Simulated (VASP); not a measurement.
Runs of VASP 6.6.1 on Mo. The structure is that of space group P6_3/mmc (No. 194), or close to it. The cells are those of the table. This isn't the form of Mo at room conditions, which is bcc.

```csv
cell,k mesh,gap on the mesh (eV),pressure (GPa)
"a = 2.881, b = 2.881, c = 10.023 Å, angles 90.0, 90.0, 120.0°, 4 atoms",15 × 15 × 4,none,-21.0
"a = 2.810, b = 2.810, c = 9.779 Å, angles 90.0, 90.0, 120.0°, 4 atoms",15 × 15 × 4,none,-8.2
"a = 2.774, b = 2.774, c = 9.652 Å, angles 90.0, 90.0, 120.0°, 4 atoms",17 × 17 × 5,none,(a)
"a = 2.846, b = 2.846, c = 9.902 Å, angles 90.0, 90.0, 120.0°, 4 atoms",15 × 15 × 4,none,-15.3
```

Alike in all rows: task single point; level PBE; potentials or basis VASP PAW PBE potentials, release 64 (Mo_sv); no spin polarisation; cutoff (eV) 520; smearing fermi-dirac 0.1 eV.

Problem. Estimate the missing entries.

Solution. (a) 0.5.

Caveats: the cell stands under tension (at least some runs).

A k mesh can miss the band edges, and the runs leave out spin-orbit coupling on Mo.

A gap of «none» marks levels without a gap at the run's occupations.
